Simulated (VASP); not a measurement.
# HgTe (F-43m) in VASP: further runs

The runs below take HgTe through single point, relaxation of cell and atoms, with PBE.

Everything below comes from runs of VASP 6.6.1. Logs are shortened: lines on timing, memory, paths and dates and some standing lists are left out, and cuts for length are marked.

## 1. The cell of the first run

The structure is cubic, space group F-43m (No. 216). Conventional cell: a = 6.783 Å, b = 6.783 Å, c = 6.783 Å, α = 90.00°, β = 90.00°, γ = 90.00°. Hg (site symmetry -43m) has 4 Te at 2.94 Å within 3.9 Å. Within 3.9 Å of Te (site symmetry -43m) lie 4 Hg at 2.94 Å.

## 2. Single point, PBE (volume scaled by 1.06)

File INCAR:

```
SYSTEM = HgTe
PREC = Accurate ; ENCUT = 520
EDIFF = 1E-6 ; ISMEAR = 0
SIGMA = 0.1 ; LREAL = .FALSE.
LASPH = .TRUE. ; NELM = 80
ALGO = Normal ; ISIF = 2
LWAVE = .FALSE. ; LCHARG = .FALSE.
GGA = PE ; NBANDS = 16
```

File KPOINTS:

```
regular mesh
0
G
  12 12 12
  0 0 0
```

File POSCAR:

```
HgTe
1.0
    0.0000000000      3.3916480471      3.3916480471
    3.3916480471      0.0000000000      3.3916480471
    3.3916480471      3.3916480471      0.0000000000
Hg Te
1 1
Direct
    0.0000000000      0.0000000000      0.0000000000
    0.2500000000      0.2500000000      0.2500000000
```

Potentials or basis: VASP PAW PBE potentials, release 64 (Hg, Te).

Started as:

```bash
$ cat potpaw_PBE.64/Hg/POTCAR potpaw_PBE.64/Te/POTCAR > POTCAR
$ mpirun -np 1 vasp_std > vasp.out
```

OUTCAR:

```text
SYSTEM = HgTe
   PREC = Accurate
   ENCUT = 520
   EDIFF = 1E-6
   ISMEAR = 0
   LREAL = .FALSE.
   LASPH = .TRUE.
   NELM = 80
   ISIF = 2
   GGA = PE

 ion  position               nearest neighbor table
   1  0.000  0.000  0.000-   2 2.94   2 2.94   2 2.94   2 2.94
   2  0.250  0.250  0.250-   1 2.94   1 2.94   1 2.94   1 2.94

  LATTYP: Found a face centered cubic cell.
 ALAT       =     6.7832960942

  Lattice vectors:

 A1 = (   0.0000000000,   3.3916480471,   3.3916480471)
 A2 = (   3.3916480471,   0.0000000000,   3.3916480471)
 A3 = (   3.3916480471,   3.3916480471,   0.0000000000)

Analysis of symmetry for initial positions (statically):
=====================================================================
 Subroutine PRICEL returns:
 Original cell was already a primitive cell.

 Routine SETGRP: Setting up the symmetry group for a
 face centered cubic supercell.

 Subroutine GETGRP returns: Found 24 space group operations
 (whereof 24 operations were pure point group operations)
 out of a pool of 48 trial point group operations.

The static configuration has the point symmetry T_d .

Analysis of symmetry for dynamics (positions and initial velocities):
=====================================================================
 Subroutine PRICEL returns:
 Original cell was already a primitive cell.

 Routine SETGRP: Setting up the symmetry group for a
 face centered cubic supercell.

 Subroutine GETGRP returns: Found 24 space group operations
 (whereof 24 operations were pure point group operations)
 out of a pool of 48 trial point group operations.

The dynamic configuration has the point symmetry T_d .

 Subroutine INISYM returns: Found 24 space group operations
 (whereof 24 operations are pure point group operations),
 and found     1 'primitive' translations

----------------------------------------------------------------------------------------

                                     Primitive cell

  volume of cell :      78.0301

  direct lattice vectors                    reciprocal lattice vectors
     0.000000000  3.391648047  3.391648047    -0.147420957  0.147420957  0.147420957
     3.391648047  0.000000000  3.391648047     0.147420957 -0.147420957  0.147420957
     3.391648047  3.391648047  0.000000000     0.147420957  0.147420957 -0.147420957

  length of vectors
     4.796514667  4.796514667  4.796514667     0.255340587  0.255340587  0.255340587

  position of ions in fractional coordinates (direct lattice)
     0.000000000  0.000000000  0.000000000
     0.250000000  0.250000000  0.250000000

  ion indices of the primitive-cell ions
   primitive index   ion index
                 1           1
                 2           2

----------------------------------------------------------------------------------------

 KPOINTS: regular mesh

Automatic generation of k-mesh.
 Grid dimensions read from file:
 generate k-points for:   12   12   12

 Generating k-lattice:

  Cartesian coordinates                     Fractional coordinates (reciprocal lattice)
    -0.012285080  0.012285080  0.012285080     0.083333333  0.000000000  0.000000000
     0.012285080 -0.012285080  0.012285080     0.000000000  0.083333333  0.000000000
     0.012285080  0.012285080 -0.012285080     0.000000000  0.000000000  0.083333333

  Length of vectors
     0.021278382  0.021278382  0.021278382

  Shift w.r.t. Gamma in fractional coordinates (k-lattice)
     0.000000000  0.000000000  0.000000000

 Subroutine IBZKPT returns following result:
 ===========================================

 Found     72 irreducible k-points:

 Following reciprocal coordinates:
            Coordinates               Weight
  0.000000  0.000000  0.000000      1.000000
  0.083333  0.000000  0.000000      8.000000
  0.166667  0.000000  0.000000      8.000000
  0.250000  0.000000  0.000000      8.000000
  0.333333  0.000000  0.000000      8.000000
  0.416667  0.000000  0.000000      8.000000
[... 16 lines left out ...]
  0.500000  0.166667  0.000000     24.000000
 -0.416667  0.166667  0.000000     24.000000
 [... further k-points ...]
   k-points           NKPTS =     72   k-points in BZ     NKDIM =     72   number of bands    NBANDS=     16
   number of dos      NEDOS =    301   number of ions     NIONS =      2
   total plane-waves  NPLWV =  46656
   dimension x,y,z NGX =    36 NGY =   36 NGZ =   36
   dimension x,y,z NGXF=    72 NGYF=   72 NGZF=   72
   ions per type =               1   1
   NGX,Y,Z   is equivalent  to a cutoff of  12.48, 12.48, 12.48 a.u.
   NGXF,Y,Z  is equivalent  to a cutoff of  24.96, 24.96, 24.96 a.u.
 SYSTEM =  HgTe
   PREC   = accura    normal or accurate (medium, high low for compatibility)
   ISTART =      0    job   : 0-new  1-cont  2-samecut
   ICHARG =      2    charge: 1-file 2-atom 10-const
   ISPIN  =      1    spin polarized calculation?
   LNONCOLLINEAR =      F non collinear calculations
   LSORBIT =      F    spin-orbit coupling
   LASPH  =      T    aspherical Exc in radial PAW
   ENCUT  =  520.0 eV  38.22 Ry    6.18 a.u.   8.92  8.92  8.92*2*pi/ulx,y,z
   NELM   =     80;   NELMIN=  2; NELMDL= -5     # of ELM steps
   EDIFF  = 0.1E-05   stopping-criterion for ELM
   LREAL  =      F    real-space projection
   EDIFFG = 0.1E-04   stopping-criterion for IOM
   NSW    =      0    number of steps for IOM
   IBRION =     -1    ionic relax: 0-MD 1-quasi-New 2-CG
   NFREE  =      0    steps in history (QN), initial steepest desc. (CG)
   ISIF   =      2    stress and relaxation
   ISYM   =      2    0-nonsym 1-usesym 2-fastsym
   POTIM  = 0.5000    time-step for ionic-motion
   TEBEG  =    0.0;   TEEND  =   0.0 temperature during run
   PSTRESS=    0.0 pullay stress
   NELECT =      18.0000    total number of electrons
   NUPDOWN=      -1.0000    fix difference up-down
   EMIN   =  10.00;   EMAX   =-10.00  energy-range for DOS
   EFERMI =   0.00;   METHOD = LEGACY
   ISMEAR =     0;   SIGMA  =   0.10  broadening in eV -4-tet -1-fermi 0-gaus
   EFERMI_NEDOS =   21; number of points for ismear=-14 and -15
   IALGO  =     38    algorithm
   IMIX   =      4    mixing-type and parameters
     AMIX     =   0.40;   BMIX     =  1.00
     AMIX_MAG =   1.60;   BMIX_MAG =  1.00
  volume/ion in A,a.u.               =      39.02       263.29
  Fermi-wavevector in a.u.,A,eV,Ry     =   1.004026  1.897334 13.715596  1.008068
  Thomas-Fermi vector in A             =   2.136615
   LORBIT       =      0    0 simple, 1 ext, 2 COOP (PROOUT), +10 PAW based schemes
   GGA     = PE    functional components
   LHFCALC =     F    Hartree Fock is set to
   AEXX    =    0.0000 exact exchange contribution
   IVDW    =     0    specifies the selected vdW correction
   LEPSILON=     F    determine dielectric tensor
   LRPA    =     F    only Hartree local field effects (RPA)
 non-spin polarized calculation
 Gauss-broadening in eV      SIGMA  =   0.10
  energy-cutoff  :      520.00
  volume of cell :       78.03
 maximum number of plane-waves:      2126
   NGX = 17   NGY = 17   NGZ = 17

 number of electron      18.0000001 magnetization

 Free energy of the ion-electron system (eV)
  ---------------------------------------------------
  ext. energy  EPLUGINS =         0.00000000
  ---------------------------------------------------
  free energy    TOTEN  =        -3.62792651 eV

  energy without entropy =       -3.62775397  energy(sigma->0) =       -3.62784024

 E-fermi :   1.7677     XC(G=0):  -8.0976

 val. band max:        1.6899784626   @ k =   0.0000   0.0000   0.0000
 cond. band min:       1.9910937635   @ k =   0.0833   0.0000   0.0000
 fundamental gap:      0.3011153009
 Fermi energy:         1.7677232785

 k-point     1 :       0.0000    0.0000    0.0000
  band No.  band energies     occupation
      1      -9.3783      2.00000
      2      -4.9268      2.00000
      3      -4.9268      2.00000
      4      -4.9268      2.00000
      5      -4.5549      2.00000
      6      -4.5549      2.00000
[... 8 lines left out ...]
     15      11.0306      0.00000
     16      11.0306      0.00000

 k-point     2 :       0.0833    0.0000    0.0000
  band No.  band energies     occupation
      1      -9.3528      2.00000
      2      -4.9198      2.00000
      3      -4.9198      2.00000
      4      -4.9139      2.00000
      5      -4.5556      2.00000
      6      -4.5556      2.00000
[... 8 lines left out ...]
     15      10.6207      0.00000
     16      10.6207      0.00000

 k-point     3 :       0.1667    0.0000    0.0000
  band No.  band energies     occupation
      1      -9.2821      2.00000
      2      -4.9012      2.00000
      3      -4.9012      2.00000
      4      -4.8698      2.00000
      5      -4.5563      2.00000
      6      -4.5563      2.00000
[... 8 lines left out ...]
     15      10.2402      0.00000
     16      10.2402      0.00000

 k-point     4 :       0.2500    0.0000    0.0000
  band No.  band energies     occupation
      1      -9.1822      2.00000
      2      -4.8775      2.00000
      3      -4.8775      2.00000
      4      -4.7801      2.00000
      5      -4.5549      2.00000
      6      -4.5549      2.00000
[... 8 lines left out ...]
     15      10.1746      0.00000
     16      10.1746      0.00000
[... 324 lines left out ...]
 k-point    22 :       0.4167    0.1667    0.0000
  band No.  band energies     occupation
      1      -8.9929      2.00000
      2      -4.8328      2.00000
      3      -4.8070      2.00000
      4      -4.6274      2.00000
      5      -4.5335      2.00000
      6      -4.4823      2.00000
[... 8 lines left out ...]
     15      11.0049      0.00000
     16      11.6022      0.00000

 k-point    23 :       0.5000    0.1667    0.0000
  band No.  band energies     occupation
      1      -8.9372      2.00000
      2      -4.8223      2.00000
      3      -4.8016      2.00000
      4      -4.5818      2.00000
      5      -4.5368      2.00000
      6      -4.3424      2.00000
[... 8 lines left out ...]
     15      11.1513      0.00000
     16      11.6293      0.00000

 k-point    24 :      -0.4167    0.1667    0.0000
  band No.  band energies     occupation
      1      -8.9299      2.00000
      2      -4.8184      2.00000
      3      -4.8068      2.00000
      4      -4.5624      2.00000
      5      -4.5464      2.00000
      6      -4.3121      2.00000
[... 8 lines left out ...]
     15      10.8821      0.00000
     16      11.1338      0.00000

 [... further k-points ...]
[... 5 lines left out ...]
  --------------------------------------------------------------------------------------
  -------------------------------------------------------------------------------------
  Total       -0.8302872     -0.8302872     -0.8302872     -0.0000000      0.0000000      0.0000000
  in kB      -17.0481243    -17.0481243    -17.0481243     -0.0000000      0.0000000      0.0000000
  external PRESSURE =     -17.0481243 kB  Pullay stress =       0.0000000 kB

 VOLUME and BASIS-vectors are now :
 -----------------------------------------------------------------------------
  energy-cutoff  :      520.00
  volume of cell :       78.03
      direct lattice vectors                 reciprocal lattice vectors
     0.000000000  3.391648047  3.391648047    -0.147420957  0.147420957  0.147420957
     3.391648047  0.000000000  3.391648047     0.147420957 -0.147420957  0.147420957
     3.391648047  3.391648047  0.000000000     0.147420957  0.147420957 -0.147420957

 POSITION                                       TOTAL-FORCE (eV/Angst)
 -----------------------------------------------------------------------------------
      0.00000      0.00000      0.00000        -0.000000      0.000000      0.000000
      1.69582      1.69582      1.69582         0.000000     -0.000000     -0.000000
 -----------------------------------------------------------------------------------
    total drift:                               -0.000000     -0.000000     -0.000000

  FREE ENERGIE OF THE ION-ELECTRON SYSTEM (eV)
  ---------------------------------------------------
  free  energy   TOTEN  =        -3.6279265140 eV

  energy  without entropy=       -3.6277539702  energy(sigma->0) =       -3.62784024
```

Run time: 49 s. Hardware: 1 thread of Intel Xeon Platinum 8259CL at 2.50GHz (Skylake/Cascade Lake), shared host; peak memory 0.26 GiB.

What came out:

- Free energy: -3.6279 eV
- Pressure: -1.7 GPa
- Band gap on the k mesh: zero (filled and empty bands touch)

Levels at points of the mesh, in eV from the Fermi level:
| k point | band 5 | band 6 | band 7 | band 8 | band 9 | band 10 | band 11 | band 12 | band 13 | band 14 |
| --- | --- | --- | --- | --- | --- | --- | --- | --- | --- | --- |
| (0.00, 0.00, 0.00) | -6.32 | -6.32 | -1.13 | -0.08 | -0.08 | -0.08 | 4.38 | 4.38 | 4.38 | 6.43 |
| (0.50, 0.00, 0.00) | -6.31 | -6.11 | -4.69 | -0.81 | -0.81 | 0.62 | 5.07 | 5.07 | 6.59 | 7.65 |
| (0.50, 0.50, 0.00) | -6.28 | -6.01 | -4.77 | -1.79 | -1.79 | 1.81 | 2.77 | 7.66 | 8.19 | 8.19 |

Caveat: the cell differs from its parent crystal (volume scaled by 1.06); spin-orbit coupling is left out, which moves the levels of the heavy elements.

## 3. Single point, PBE (volume scaled by 1.10)

File INCAR:

```
SYSTEM = HgTe
  PREC = Accurate
  ENCUT = 520
  EDIFF = 1E-7
  ISMEAR = 0
  SIGMA = 0.1
  LREAL = .FALSE.
  LASPH = .TRUE.
  NELM = 80
  ALGO = Normal
  ISIF = 2
  LWAVE = .FALSE.
  LCHARG = .FALSE.
  GGA = PE
  NBANDS = 16
```

KPOINTS is that of step 2.

File POSCAR:

```
HgTe
1.0
    0.0000000000      3.4337846295      3.4337846295
    3.4337846295      0.0000000000      3.4337846295
    3.4337846295      3.4337846295      0.0000000000
Hg Te
1 1
Direct
    0.0000000000      0.0000000000      0.0000000000
    0.2500000000      0.2500000000      0.2500000000
```

Potentials or basis: VASP PAW PBE potentials, release 64 (Hg, Te).

Started as:

```bash
$ cat potpaw_PBE.64/Hg/POTCAR potpaw_PBE.64/Te/POTCAR > POTCAR
$ mpirun -np 1 vasp_std > vasp.out
```

Wall time 55 s (1 thread of Intel Xeon Platinum 8259CL at 2.50GHz (Skylake/Cascade Lake), shared host); peak memory 0.27 GiB.

The run converged. Its results:

- Free energy: -3.5892 eV
- Pressure: -2.5 GPa
- Band gap on the k mesh: zero (filled and empty bands touch)

Levels at points of the mesh, in eV from the Fermi level:
| k point | band 5 | band 6 | band 7 | band 8 | band 9 | band 10 | band 11 | band 12 | band 13 | band 14 |
| --- | --- | --- | --- | --- | --- | --- | --- | --- | --- | --- |
| (0.00, 0.00, 0.00) | -6.21 | -6.21 | -1.20 | -0.08 | -0.08 | -0.08 | 4.42 | 4.42 | 4.42 | 6.42 |
| (0.50, 0.00, 0.00) | -6.19 | -6.01 | -4.50 | -0.76 | -0.76 | 0.61 | 5.09 | 5.09 | 6.49 | 7.64 |
| (0.50, 0.50, 0.00) | -6.17 | -5.93 | -4.59 | -1.67 | -1.67 | 1.79 | 2.85 | 7.56 | 8.03 | 8.03 |

Caveat: the cell differs from its parent crystal (volume scaled by 1.10); spin-orbit coupling is left out, which moves the levels of the heavy elements.

## 4. Relaxation of cell and atoms, PBE

This run uses another cell than the first one, of 33.22 Å³/atom, 0.851 times its volume.

File INCAR:

```
SYSTEM = HgTe
ALGO = Normal ; EDIFF = 1E-6
EDIFFG = -0.005 ; ENCUT = 600
GGA = PE ; IBRION = 2
ISIF = 3 ; ISMEAR = 0
LASPH = .TRUE. ; LCHARG = .FALSE.
LREAL = .FALSE. ; LWAVE = .FALSE.
NELM = 60 ; NSW = 100
PREC = Accurate ; SIGMA = 0.1
```

File KPOINTS:

```
k-points
0
G
  12 12 12
  0 0 0
```

File POSCAR:

```
HgTe
1.0
    0.0000000000      3.2145000000      3.2145000000
    3.2145000000      0.0000000000      3.2145000000
    3.2145000000      3.2145000000      0.0000000000
Hg Te
1 1
Direct
    0.0000000000      0.0000000000      0.0000000000
    0.2500000000      0.2500000000      0.2500000000
```

Started as:

```bash
$ cat potpaw_PBE.64/Hg/POTCAR potpaw_PBE.64/Te/POTCAR > POTCAR
$ mpirun -np 1 vasp_std > vasp.out
```

Run time: 2.2 min. Hardware: 1 thread of Intel Xeon Platinum 8259CL at 2.50GHz (Skylake/Cascade Lake), shared host; peak memory 0.28 GiB.

The run converged. Its results:

```yaml
Free_energy: -3.6510 eV
Relaxed_volume: 36.80 Å³/atom
Relaxed_cell: a = 4.704 Å, b = 4.704 Å, c = 4.704 Å, α = 60.00°, β = 60.00°, γ = 60.00°
Space_group_after_relaxing_to_0.05_Å: F-43m (No. 216)
Energy_gained_by_relaxing: 46.9 meV/atom
Ionic_steps: 3
Pressure_after_relaxing: 0.0 GPa
Band_gap_on_the_k_mesh: zero (filled and empty bands touch)
```

Step by step:
| step | energy change (eV) | largest force (eV/Å) | pressure (GPa) | volume (Å³) |
| --- | --- | --- | --- | --- |
| 1 | 0.0000 | 0.0000 | 4.62 | 66.43 |
| 2 | -0.0858 | 0.0000 | -1.03 | 76.08 |
| 3 | -0.0938 | 0.0000 | 0.02 | 73.61 |

Final structure:
```yaml
crystal:
  lattice:
    - [0.00000, 3.32635, 3.32635]
    - [3.32635, 0.00000, 3.32635]
    - [3.32635, 3.32635, 0.00000]
  atoms:
    - { symbol: Hg, position: [0.00000, 0.00000, 0.00000] }
    - { symbol: Te, position: [0.25000, 0.25000, 0.25000] }
```

Levels at points of the mesh, in eV from the Fermi level:
| k point | band 7 | band 8 | band 9 | band 10 | band 11 | band 12 |
| --- | --- | --- | --- | --- | --- | --- |
| (0.00, 0.00, 0.00) | -1.00 | -0.07 | -0.07 | -0.07 | 4.30 | 4.30 |
| (0.50, 0.00, 0.00) | -5.02 | -0.90 | -0.90 | 0.63 | 5.04 | 5.04 |
| (0.50, 0.50, 0.00) | -5.05 | -2.00 | -2.00 | 1.84 | 2.64 | 7.85 |

Caveat: spin-orbit coupling is left out, which moves the levels of the heavy elements; the volume moved by +11 % from the deposited cell, more than functionals usually miss. PBE usually gives volumes a little too large and moduli too small.

## 5. Summary

| task | cell | cutoff (eV) | gap on the mesh (eV) | pressure (GPa) |
| --- | --- | --- | --- | --- |
| single point | a = 4.797 Å, angles 60.0°, 2 atoms | 520 | none | -1.7 |
| single point | a = 4.856 Å, angles 60.0°, 2 atoms | 520 | none | -2.5 |
| relaxation of cell and atoms | relaxed from a = 4.546 Å, angles 60.0°, 2 atoms | 600 | none | 0.0 |

Alike in all rows: level PBE; potentials or basis VASP PAW PBE potentials, release 64 (Hg, Te); no spin polarisation; k mesh 12 × 12 × 12; smearing gaussian 0.1 eV.

Caveats: spin-orbit coupling is left out, which moves the levels of the heavy elements; the volume moved by +11 % from the deposited cell, more than functionals usually miss (some runs).

Absolute energies hang on the potentials; compare differences alone.
